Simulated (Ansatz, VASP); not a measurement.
One calculation of Pb, two programs

```
Pb
1.0
     0.00000    2.47502    2.47502
     2.47502    0.00000    2.47502
     2.47502    2.47502    0.00000
Pb
1
Cartesian
  0.0000 0.0000 0.0000
```

Alike in both runs: functional PBE; k mesh 7 × 7 × 7; occupations fermi-dirac, width 0.05 eV; non-collinear spin, spin-orbit coupling.

|  | VASP | Ansatz |
| --- | --- | --- |
| version | VASP 6.6.1 | Ansatz 0.2.0 |
| potentials or method | VASP PAW PBE potentials, release 64 (Pb_d), cutoff 520 eV | all-electron LAPW, relativistic spinors |
| task | single point | band structure |

```csv
,VASP,Ansatz,Ansatz less VASP
pressure (GPa),2.8,2.8,-0.04
net moment per atom (μB),0.00,0.00,0.000
```

Ansatz ran all-electron here, and VASP with PAW potentials.

Noted on Ansatz's run: the k mesh is thin for a metal, which can move the energy by tens of meV per atom.
